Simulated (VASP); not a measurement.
# HgTe (wurtzite type) (P6_3mc) in VASP: further runs

Runs on HgTe (wurtzite type). Level: PBE. Tasks: single point, relaxation of cell and atoms.

Program: VASP 6.6.1. These are calculated values, not measurements. Logs are shortened: lines on timing, memory, paths and dates and some standing lists are left out, and cuts for length are marked.

### Step 1. The cell of the first run

Symmetry: P6_3mc, No. 186, hexagonal system. Conventional cell: a = 4.697 Å, b = 4.697 Å, c = 7.711 Å, α = 90.00°, β = 90.00°, γ = 120.00°. Within 3.8 Å of Hg (site symmetry 3m) lie 4 Te at 2.88 to 2.89 Å. Within 3.8 Å of Te (site symmetry 3m) lie 4 Hg at 2.88 to 2.89 Å.

### Step 2. Single point, PBE

INCAR reads:

```
SYSTEM = HgTe
  ALGO = Normal
  EDIFF = 1E-6
  ENCUT = 520
  GGA = PE
  ISIF = 2
  ISMEAR = -1
  LASPH = .TRUE.
  LCHARG = .FALSE.
  LREAL = .FALSE.
  LWAVE = .FALSE.
  NBANDS = 26
  NELM = 100
  PREC = Accurate
  SIGMA = 0.03
```

KPOINTS reads:

```
k-points
0
G
  10 10 6
  0 0 0
```

POSCAR reads:

```
HgTe
1.0
    4.6971622730      0.0000000000      0.0000000000
   -2.3485811365      4.0678618541      0.0000000000
    0.0000000000      0.0000000000      7.7109957537
Hg Te
2 2
Direct
    0.3333333333      0.6666666667      0.0006088171
    0.6666666667      0.3333333333      0.5006088171
    0.3333333333      0.6666666667      0.3753911829
    0.6666666667      0.3333333333      0.8753911829
```

Potentials or basis: VASP PAW PBE potentials, release 64 (Hg, Te).

The run is started by

```bash
$ cat potpaw_PBE.64/Hg/POTCAR potpaw_PBE.64/Te/POTCAR > POTCAR
$ mpirun -np 1 vasp_std > vasp.out
```

OUTCAR:

```text
SYSTEM = HgTe
   EDIFF = 1E-6
   ENCUT = 520
   GGA = PE
   ISIF = 2
   ISMEAR = -1
   LASPH = .TRUE.
   LREAL = .FALSE.
   NELM = 100
   PREC = Accurate

 ion  position               nearest neighbor table
   1  0.333  0.667  0.001-   4 2.88   4 2.88   4 2.88   3 2.89
   2  0.667  0.333  0.501-   3 2.88   3 2.88   3 2.88   4 2.89
   3  0.333  0.667  0.375-   2 2.88   2 2.88   2 2.88   1 2.89
   4  0.667  0.333  0.875-   1 2.88   1 2.88   1 2.88   2 2.89

  LATTYP: Found a hexagonal cell.
 ALAT       =     4.6971622730
 C/A-ratio  =     1.6416285633

  Lattice vectors:

 A1 = (   4.6971622730,   0.0000000000,   0.0000000000)
 A2 = (  -2.3485811365,   4.0678618541,   0.0000000000)
 A3 = (   0.0000000000,   0.0000000000,   7.7109957537)

Analysis of symmetry for initial positions (statically):
=====================================================================
 Subroutine PRICEL returns:
 Original cell was already a primitive cell.

 Routine SETGRP: Setting up the symmetry group for a
 hexagonal supercell.

 Subroutine GETGRP returns: Found 12 space group operations
 (whereof  6 operations were pure point group operations)
 out of a pool of 24 trial point group operations.

The static configuration has the point symmetry C_3v.
 The point group associated with its full space group is C_6v.

Analysis of symmetry for dynamics (positions and initial velocities):
=====================================================================
 Subroutine PRICEL returns:
 Original cell was already a primitive cell.

 Routine SETGRP: Setting up the symmetry group for a
 hexagonal supercell.

 Subroutine GETGRP returns: Found 12 space group operations
 (whereof  6 operations were pure point group operations)
 out of a pool of 24 trial point group operations.

The dynamic configuration has the point symmetry C_3v.
 The point group associated with its full space group is C_6v.

 Subroutine INISYM returns: Found 12 space group operations
 (whereof  6 operations are pure point group operations),
 and found     1 'primitive' translations

----------------------------------------------------------------------------------------

                                     Primitive cell

  volume of cell :     147.3371

  direct lattice vectors                    reciprocal lattice vectors
     4.697162273  0.000000000  0.000000000     0.212894497  0.122914695  0.000000000
    -2.348581136  4.067861854  0.000000000     0.000000000  0.245829390  0.000000000
     0.000000000  0.000000000  7.710995754     0.000000000  0.000000000  0.129684937

  length of vectors
     4.697162273  4.697162273  7.710995754     0.245829390  0.245829390  0.129684937

  position of ions in fractional coordinates (direct lattice)
     0.333333333  0.666666667  0.000608817
     0.666666667  0.333333333  0.500608817
     0.333333333  0.666666667  0.375391183
     0.666666667  0.333333333  0.875391183

  ion indices of the primitive-cell ions
   primitive index   ion index
                 1           1
                 2           2
                 3           3
                 4           4

----------------------------------------------------------------------------------------

 KPOINTS: k-points

Automatic generation of k-mesh.
 Grid dimensions read from file:
 generate k-points for:   10   10    6

 Generating k-lattice:

  Cartesian coordinates                     Fractional coordinates (reciprocal lattice)
     0.021289450  0.012291470  0.000000000     0.100000000  0.000000000  0.000000000
     0.000000000  0.024582939  0.000000000     0.000000000  0.100000000  0.000000000
     0.000000000  0.000000000  0.021614156     0.000000000  0.000000000  0.166666667

  Length of vectors
     0.024582939  0.024582939  0.021614156

  Shift w.r.t. Gamma in fractional coordinates (k-lattice)
     0.000000000  0.000000000  0.000000000

 Subroutine IBZKPT returns following result:
 ===========================================

 Found     56 irreducible k-points:

 Following reciprocal coordinates:
            Coordinates               Weight
  0.000000  0.000000  0.000000      1.000000
  0.100000 -0.000000  0.000000      6.000000
  0.200000 -0.000000  0.000000      6.000000
  0.300000 -0.000000  0.000000      6.000000
  0.400000 -0.000000  0.000000      6.000000
  0.500000 -0.000000  0.000000      3.000000
[... 16 lines left out ...]
  0.300000  0.100000  0.166667     24.000000
  0.400000  0.100000  0.166667     24.000000
 [... further k-points ...]
   k-points           NKPTS =     56   k-points in BZ     NKDIM =     56   number of bands    NBANDS=     26
   number of dos      NEDOS =    301   number of ions     NIONS =      4
   total plane-waves  NPLWV =  77760
   dimension x,y,z NGX =    36 NGY =   36 NGZ =   60
   dimension x,y,z NGXF=    72 NGYF=   72 NGZF=  120
   ions per type =               2   2
   NGX,Y,Z   is equivalent  to a cutoff of  12.74, 12.74, 12.94 a.u.
   NGXF,Y,Z  is equivalent  to a cutoff of  25.48, 25.48, 25.87 a.u.
 SYSTEM =  HgTe
   PREC   = accura    normal or accurate (medium, high low for compatibility)
   ISTART =      0    job   : 0-new  1-cont  2-samecut
   ICHARG =      2    charge: 1-file 2-atom 10-const
   ISPIN  =      1    spin polarized calculation?
   LNONCOLLINEAR =      F non collinear calculations
   LSORBIT =      F    spin-orbit coupling
   LASPH  =      T    aspherical Exc in radial PAW
   ENCUT  =  520.0 eV  38.22 Ry    6.18 a.u.   8.73  8.73 14.34*2*pi/ulx,y,z
   NELM   =    100;   NELMIN=  2; NELMDL= -5     # of ELM steps
   EDIFF  = 0.1E-05   stopping-criterion for ELM
   LREAL  =      F    real-space projection
   EDIFFG = 0.1E-04   stopping-criterion for IOM
   NSW    =      0    number of steps for IOM
   IBRION =     -1    ionic relax: 0-MD 1-quasi-New 2-CG
   NFREE  =      0    steps in history (QN), initial steepest desc. (CG)
   ISIF   =      2    stress and relaxation
   ISYM   =      2    0-nonsym 1-usesym 2-fastsym
   POTIM  = 0.5000    time-step for ionic-motion
   TEBEG  =    0.0;   TEEND  =   0.0 temperature during run
   PSTRESS=    0.0 pullay stress
   NELECT =      36.0000    total number of electrons
   NUPDOWN=      -1.0000    fix difference up-down
   EMIN   =  10.00;   EMAX   =-10.00  energy-range for DOS
   EFERMI =   0.00;   METHOD = LEGACY
   ISMEAR =    -1;   SIGMA  =   0.03  broadening in eV -4-tet -1-fermi 0-gaus
   EFERMI_NEDOS =   21; number of points for ismear=-14 and -15
   IALGO  =     38    algorithm
   IMIX   =      4    mixing-type and parameters
     AMIX     =   0.40;   BMIX     =  1.00
     AMIX_MAG =   1.60;   BMIX_MAG =  1.00
  volume/ion in A,a.u.               =      36.83       248.57
  Fermi-wavevector in a.u.,A,eV,Ry     =   1.023462  1.934062 14.251747  1.047474
  Thomas-Fermi vector in A             =   2.157196
   LORBIT       =      0    0 simple, 1 ext, 2 COOP (PROOUT), +10 PAW based schemes
   GGA     = PE    functional components
   LHFCALC =     F    Hartree Fock is set to
   AEXX    =    0.0000 exact exchange contribution
   IVDW    =     0    specifies the selected vdW correction
   LEPSILON=     F    determine dielectric tensor
   LRPA    =     F    only Hartree local field effects (RPA)
 non-spin polarized calculation
  energy-cutoff  :      520.00
  volume of cell :      147.34
 maximum number of plane-waves:      3988
 NGX is ok and might be reduce to    36
   NGX = 17   NGY = 17   NGZ = 29

 number of electron      35.9999996 magnetization

 Free energy of the ion-electron system (eV)
  ---------------------------------------------------
  ext. energy  EPLUGINS =         0.00000000
  ---------------------------------------------------
  free energy    TOTEN  =        -7.26956039 eV

  energy without entropy =       -7.26924740  energy(sigma->0) =       -7.26940390

 E-fermi :   2.2597     XC(G=0):  -8.3454

 val. band max:        2.2331503476   @ k =   0.0000   0.0000   0.0000
 cond. band min:       2.6222492731   @ k =   0.0000   0.0000   0.1667
 fundamental gap:      0.3890989254
 Fermi energy:         2.2596526855

 k-point     1 :       0.0000    0.0000    0.0000
  band No.  band energies     occupation
      1      -9.1817      2.00000
      2      -8.7130      2.00000
      3      -4.6562      2.00000
      4      -4.6524      2.00000
      5      -4.6524      2.00000
      6      -4.5758      2.00000
[... 18 lines left out ...]
     25       7.7115      0.00000
     26       8.6956      0.00000

 k-point     2 :       0.1000   -0.0000    0.0000
  band No.  band energies     occupation
      1      -9.1446      2.00000
      2      -8.6929      2.00000
      3      -4.6478      2.00000
      4      -4.6410      2.00000
      5      -4.6376      2.00000
      6      -4.5634      2.00000
[... 18 lines left out ...]
     25       7.9492      0.00000
     26       9.0101      0.00000

 k-point     3 :       0.2000   -0.0000    0.0000
  band No.  band energies     occupation
      1      -9.0424      2.00000
      2      -8.6420      2.00000
      3      -4.6209      2.00000
      4      -4.6128      2.00000
      5      -4.5952      2.00000
      6      -4.5214      2.00000
[... 18 lines left out ...]
     25       8.5777      0.00000
     26       8.6140      0.00000

 k-point     4 :       0.3000   -0.0000    0.0000
  band No.  band energies     occupation
      1      -8.9034      2.00000
      2      -8.5854      2.00000
      3      -4.5926      2.00000
      4      -4.5825      2.00000
      5      -4.5189      2.00000
      6      -4.4665      2.00000
[... 18 lines left out ...]
     25       8.6942      0.00000
     26       8.9591      0.00000
[... 496 lines left out ...]
      1      -8.9304      2.00000
      2      -8.6272      2.00000
      3      -4.5926      2.00000
      4      -4.5894      2.00000
      5      -4.5416      2.00000
      6      -4.4999      2.00000
[... 18 lines left out ...]
     25       8.7534      0.00000
     26       8.8744      0.00000

 k-point    23 :       0.3000    0.1000    0.1667
  band No.  band energies     occupation
      1      -8.7985      2.00000
      2      -8.5767      2.00000
      3      -4.5726      2.00000
      4      -4.5629      2.00000
      5      -4.4729      2.00000
      6      -4.4506      2.00000
[... 18 lines left out ...]
     25       8.8272      0.00000
     26       9.2160      0.00000

 k-point    24 :       0.4000    0.1000    0.1667
  band No.  band energies     occupation
      1      -8.7017      2.00000
      2      -8.5576      2.00000
      3      -4.5645      2.00000
      4      -4.5467      2.00000
      5      -4.4353      2.00000
      6      -4.4212      2.00000
[... 18 lines left out ...]
     25       9.3363      0.00000
     26       9.8799      0.00000

 [... further k-points ...]
[... 5 lines left out ...]
  --------------------------------------------------------------------------------------
  -------------------------------------------------------------------------------------
  Total        0.0402788      0.0402788      0.0380100      0.0000000     -0.0000000      0.0000000
  in kB        0.4380012      0.4380012      0.4133288      0.0000000     -0.0000000      0.0000000
  external PRESSURE =       0.4297771 kB  Pullay stress =       0.0000000 kB

 VOLUME and BASIS-vectors are now :
 -----------------------------------------------------------------------------
  energy-cutoff  :      520.00
  volume of cell :      147.34
      direct lattice vectors                 reciprocal lattice vectors
     4.697162273  0.000000000  0.000000000     0.212894497  0.122914695  0.000000000
    -2.348581136  4.067861854  0.000000000     0.000000000  0.245829390  0.000000000
     0.000000000  0.000000000  7.710995754     0.000000000  0.000000000  0.129684937

 POSITION                                       TOTAL-FORCE (eV/Angst)
 -----------------------------------------------------------------------------------
     -0.00000      2.71191      0.00469         0.000000      0.000000      0.001040
      2.34858      1.35595      3.86019         0.000000     -0.000000      0.001040
     -0.00000      2.71191      2.89464        -0.000000     -0.000000     -0.001040
      2.34858      1.35595      6.75014        -0.000000      0.000000     -0.001040
 -----------------------------------------------------------------------------------
    total drift:                               -0.000000      0.000000      0.000133

  FREE ENERGIE OF THE ION-ELECTRON SYSTEM (eV)
  ---------------------------------------------------
  free  energy   TOTEN  =        -7.2695603920 eV

  energy  without entropy=       -7.2692474008  energy(sigma->0) =       -7.26940390
```

Wall time 96 s (1 thread of Intel Xeon 6975P-C (Granite Rapids), shared host); peak memory 0.37 GiB.

Results:

| Item | Value |
| --- | --- |
| Free energy | -7.2696 eV |
| Pressure | 0.0 GPa |
| Band gap on the k mesh | zero (filled and empty bands touch) |

Caveat: spin-orbit coupling is left out, which moves the levels of the heavy elements.

### Step 3. Relaxation of cell and atoms, PBE

This run uses another cell than the first one, of 33.37 Å³/atom, 0.906 times its volume.

INCAR reads:

```
SYSTEM = HgTe
PREC     = Accurate       ! precision mode
ENCUT    = 600            ! plane-wave cutoff, eV
EDIFF    = 1E-6           ! SCF threshold, eV
ISMEAR   = -1             ! smearing method
SIGMA    = 0.03           ! smearing width, eV
LREAL    = .FALSE.        ! projectors in reciprocal space
LASPH    = .TRUE.         ! aspherical terms in the spheres
NELM     = 100            ! most SCF steps
ALGO     = Normal         ! electronic algorithm
ISIF     = 3              ! what is computed and relaxed
LWAVE    = .FALSE.        ! write WAVECAR
LCHARG   = .FALSE.        ! write CHGCAR
GGA      = PE             ! functional
IBRION   = 2              ! ionic algorithm
NSW      = 100            ! ionic steps
EDIFFG   = -0.005         ! ionic threshold
```

KPOINTS reads:

```
Automatic mesh
0
G
  10 10 6
  0 0 0
```

POSCAR reads:

```
HgTe
1.0
    4.5558582445      0.0000000000      0.0000000000
   -2.2779291223      3.9454889758      0.0000000000
    0.0000000000      0.0000000000      7.4260489385
Hg Te
2 2
Direct
    0.3333333333      0.6666666667      0.0000000000
    0.6666666667      0.3333333333      0.5000000000
    0.3333333333      0.6666666667      0.3760000000
    0.6666666667      0.3333333333      0.8760000000
```

Potentials or basis: VASP PAW PBE potentials, release 64 (Hg, Te).

The run is started by

```bash
$ cat potpaw_PBE.64/Hg/POTCAR potpaw_PBE.64/Te/POTCAR > POTCAR
$ mpirun -np 1 vasp_std > vasp.out
```

Wall time 8.9 min (1 thread of Intel Xeon 6975P-C (Granite Rapids), shared host); peak memory 0.42 GiB.

Results (log left out):

| Item | Value |
| --- | --- |
| Free energy | -7.2680 eV |
| Relaxed volume | 36.91 Å³/atom |
| Relaxed cell | a = 4.701 Å, b = 4.701 Å, c = 7.714 Å, α = 90.00°, β = 90.00°, γ = 120.00° |
| Space group after relaxing (to 0.05 Å) | P6_3mc (No. 186) |
| Energy gained by relaxing | 44.0 meV/atom |
| Ionic steps | 12 |
| Pressure after relaxing | 0.0 GPa |
| Band gap on the k mesh | zero (filled and empty bands touch) |

Step by step:
| step | energy change (eV) | largest force (eV/Å) | pressure (GPa) | volume (Å³) |
| --- | --- | --- | --- | --- |
| 1 | 0.0000 | 0.0033 | 4.42 | 133.48 |
| 2 | -0.1620 | 0.0064 | -0.95 | 152.09 |
| 3 | -0.1756 | 0.0079 | 0.03 | 147.49 |
| 4 | -0.1756 | 0.0079 | -0.02 | 147.78 |
| 5 | -0.1757 | 0.0114 | -0.04 | 147.78 |
| 6 | -0.1758 | 0.0161 | -0.04 | 147.77 |
| 7 | -0.1758 | 0.0131 | 0.00 | 147.54 |
| 8 | -0.1758 | 0.0109 | 0.04 | 147.39 |
| 9 | -0.1758 | 0.0118 | 0.03 | 147.45 |
| 10 | -0.1759 | 0.0029 | 0.02 | 147.49 |
| 11 | -0.1759 | 0.0001 | 0.02 | 147.50 |
| 12 | -0.1759 | 0.0009 | 0.00 | 147.62 |

Final structure:
```
CELL_PARAMETERS angstrom
4.70093 0.00000 0.00000
-2.35046 4.07112 0.00000
0.00000 0.00000 7.71363
ATOMIC_POSITIONS crystal
Hg 0.33333 0.66667 0.00056
Hg 0.66667 0.33333 0.50056
Te 0.33333 0.66667 0.37544
Te 0.66667 0.33333 0.87544
```

Levels at points of the mesh, in eV from the Fermi level:
| k point | band 16 | band 17 | band 18 | band 19 | band 20 | band 21 |
| --- | --- | --- | --- | --- | --- | --- |
| (0.00, 0.00, 0.00) | -0.85 | -0.09 | -0.03 | -0.03 | 0.54 | 4.32 |
| (0.50, 0.00, 0.00) | -1.94 | -1.39 | -0.86 | 1.56 | 1.79 | 4.07 |
| (0.00, 0.00, 0.50) | -0.47 | -0.47 | -0.47 | 0.86 | 0.86 | 4.80 |
| (0.50, 0.00, 0.50) | -1.53 | -1.44 | -1.44 | 1.41 | 1.41 | 3.67 |

Caveat: spin-orbit coupling is left out, which moves the levels of the heavy elements.

### Step 4. Single point, PBE

INCAR reads:

```
PREC = Accurate ; ENCUT = 520
EDIFF = 1E-6 ; ISMEAR = -1
SIGMA = 0.03 ; LREAL = False
LASPH = True ; NELM = 80
ALGO = Normal ; ISIF = 2
LWAVE = False ; LCHARG = False
GGA = PE ; NBANDS = 26
```

KPOINTS reads:

```
regular mesh
0
Gamma
  10 10 6
```

POSCAR reads:

```
HgTe
1.0
    4.6971622730      0.0000000000      0.0000000000
   -2.3485811365      4.0678618541      0.0000000000
    0.0000000000      0.0000000000      7.7109957537
Hg Te
2 2
Direct
    0.3333333333      0.6666666667      0.0006088171
    0.6666666667      0.3333333333      0.5006088171
    0.3333333333      0.6666666667      0.3753911829
    0.6666666667      0.3333333333      0.8753911829
```

The run is started by

```bash
$ cat potpaw_PBE.64/Hg/POTCAR potpaw_PBE.64/Te/POTCAR > POTCAR
$ mpirun -np 1 vasp_std > vasp.out
```

Run time: 5.7 min. Hardware: 1 thread of AMD EPYC 7R13, shared host; peak memory 0.35 GiB.

The run converged. Its results:

```
Free energy            : -7.2696 eV
Pressure               : 0.0 GPa
Band gap on the k mesh : zero (filled and empty bands touch)
```

Levels at points of the mesh, in eV from the Fermi level:
```tsv
k point	band 16	band 17	band 18	band 19	band 20	band 21
(0.00, 0.00, 0.00)	-0.85	-0.09	-0.03	-0.03	0.54	4.32
(0.50, 0.00, 0.00)	-1.94	-1.40	-0.86	1.56	1.79	4.06
(0.00, 0.00, 0.50)	-0.47	-0.47	-0.47	0.86	0.86	4.76
(0.50, 0.00, 0.50)	-1.54	-1.45	-1.45	1.40	1.40	3.66
```

Caveat: spin-orbit coupling is left out, which moves the levels of the heavy elements.
